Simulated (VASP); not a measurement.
Ru, 2 atoms in the cell. The typed cell holds 2 atoms: a = 2.592 Å, b = 2.592 Å, c = 4.836 Å, α = 105.53°, β = 105.53°, γ = 120.00°. 

| Quantity | Value |
| --- | --- |
| Program | VASP 6.6.1 |
| Task | single point |
| Functional | r2SCAN |
| Potentials or basis | VASP PAW PBE potentials, release 64 (Ru_pv) |
| Cutoff | 550 eV |
| k mesh | 17 × 17 × 8 |
| Occupations | fermi-dirac, width 0.05 eV |
| Spin | collinear spin, ferromagnetic start |
| Starting moments | [1.0, 1.0] μB |
| Dipole correction | no |
| Further INCAR settings | ALGO = Normal; EDIFF = 1e-06; NBANDS = 25 |

Potentials or basis: VASP PAW PBE potentials, release 64 (Ru_pv).

Launch:

```console
$ cat potpaw_PBE.64/Ru_pv/POTCAR > POTCAR
$ cp INCAR.step1 INCAR
$ mpirun -np 4 vasp_std > vasp.out
$ cp INCAR.step2 INCAR
$ mpirun -np 4 vasp_std > vasp.out
```

Hardware: 4 MPI ranks on Intel(R) Xeon(R) 6975P-C (Granite Rapids), with other jobs on the host.

**Question.** Estimate the wall time of this run.

**Answer.** It took 4.5 min on 4 MPI ranks on Intel(R) Xeon(R) 6975P-C (Granite Rapids) (shared host), peak memory 0.58 GiB a rank. Counts: k points 621.
